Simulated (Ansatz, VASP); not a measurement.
**NaF in VASP and in Ansatz**

The input INCAR:

```
SYSTEM = NaF
PREC = Accurate
ENCUT = 520
EDIFF = 1E-6
ISMEAR = -1
SIGMA = 0.02
LREAL = .False.
LASPH = .True.
NELM = 100
ALGO = Normal
ISIF = 2
LWAVE = .False.
LCHARG = .False.
GGA = CA
NBANDS = 14
```

The input KPOINTS:

```
regular mesh
0
Gamma
  10 10 10
  0 0 0
```

POSCAR

```
NaF
1.0
    0.0000000000      2.3465330000      2.3233000000
    2.3465330000      0.0000000000      2.3233000000
    2.3465330000      2.3465330000      0.0000000000
Na F
1 1
Direct
    0.0000000000      0.0000000000      0.0000000000
    0.5000000000      0.5000000000      0.5000000000
```

Input for Ansatz:

```yaml
crystal:
  lattice:
    - [0.0, 2.346533, 2.3233]
    - [2.346533, 0.0, 2.3233]
    - [2.346533, 2.346533, 0.0]
  atoms:
    - { symbol: Na, position: [0.0, 0.0, 0.0] }
    - { symbol: F, position: [0.5, 0.5, 0.5] }
kpoints:
  mp_grid: { grid: [10, 10, 10] }
  band_path:
    path:
      - [0.0, 0.0, 0.0]
      - [0.0, 0.5, 0.5]
      - [0.25, 0.75, 0.5]
      - [0.0, 0.5, 0.0]
      - [0.0, 0.0, 0.0]
      - [0.5, 0.5, 0.0]
      - [0.3775125, 0.6224875, 0.0]
      - [-0.3775125, 0.3775125, 0.0]
      - [0.0, 0.0, 0.0]
    npoints: 5
scf:
  occupations: { method: fermi_dirac, width: 0.02 }
hamiltonian:
  xc: lda
  pseudopotentials: { kind: all_electron, lapw: { basis_error: 0.0005 } }
output:
  forces: true
  stress: true
  eigenvalues: true
```

Change from the starting cell: equal xx and yy strain of +1 %.

Alike in both runs: task single point; functional LDA; k mesh 10 × 10 × 10; occupations fermi-dirac, width 0.02 eV; no spin polarisation.

|  | VASP | Ansatz |
| --- | --- | --- |
| version | VASP 6.6.1 | Ansatz 0.2.0 |
| potentials or method | VASP PAW LDA potentials, release 64 (Na_pv, F), cutoff 520 eV | all-electron LAPW, scalar-relativistic |

```tsv
	VASP	Ansatz	Ansatz less VASP
gap on the k mesh at the Fermi level (eV)	5.81	5.82	+0.010
pressure (GPa)	-5.5	-5.3	+0.13
traceless stress, the component that is largest in VASP (GPa)	0.38	0.37	-0.012
```

LDA's correlation is that of Perdew and Zunger in VASP and of Perdew and Wang (1992) in Ansatz. Ansatz ran all-electron here, and VASP with PAW potentials.
